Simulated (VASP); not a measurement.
Crystal: Ge.

```xyz
2
Lattice="1.4881 -2.5947 0.0000 1.4881 2.5947 0.0000 0.0000 0.0000 4.7276" Properties=species:S:1:pos:R:3 pbc="T T T"
Ge    1.4881    0.8643    1.1819
Ge    1.4881   -0.8643    3.5457
```

This isn't the form of Ge at room conditions, which is diamond.

* Program: VASP 6.6.1
* Task: relaxation of cell and atoms
* Functional: revPBE
* Potentials or basis: VASP PAW PBE potentials, release 64 (Ge_d)
* Cutoff: 600 eV
* k mesh: 10 × 10 × 6
* Occupations: fermi-dirac, width 0.05 eV
* Spin: no spin polarisation

At the start: pressure 5.6 GPa; volume 18.25 Å³/atom.

**Question.** How do energy, volume and symmetry change on relaxing?

**Answer.** Over 11 steps the energy falls by 25.4 meV/atom and the volume is 19.65 Å³/atom (+7.7 %); space group P6_3/mmc (No. 194, to 0.1 Å) before and after.

Step by step:
| step | energy change (eV) | largest force (eV/Å) | pressure (GPa) | volume (Å³) |
| --- | --- | --- | --- | --- |
| 1 | 0.0000 | 0.0012 | 5.63 | 36.51 |
| 2 | -0.0480 | 0.0006 | -1.05 | 40.00 |
| 3 | -0.0499 | 0.0004 | -0.08 | 39.39 |
| 4 | -0.0499 | 0.0004 | -0.17 | 39.44 |
| 5 | -0.0505 | 0.0003 | -0.09 | 39.40 |
| 6 | -0.0507 | 0.0008 | -0.07 | 39.38 |
| 7 | -0.0507 | 0.0009 | -0.12 | 39.37 |
| 8 | -0.0507 | 0.0009 | 0.05 | 39.27 |
| 9 | -0.0507 | 0.0011 | -0.06 | 39.32 |
| 10 | -0.0507 | 0.0009 | 0.08 | 39.29 |
| 11 | -0.0507 | 0.0011 | 0.00 | 39.30 |

Final structure:
```
Ge
1.0
     1.51214   -2.64328    0.00000
     1.51214    2.64328    0.00000
     0.00000    0.00000    4.91640
Ge
2
Direct
  0.33346 0.66654 0.25000
  0.66654 0.33346 0.75000
```

Caveat: the PAW data sets were made with another functional, which shifts forces and pressure a little.
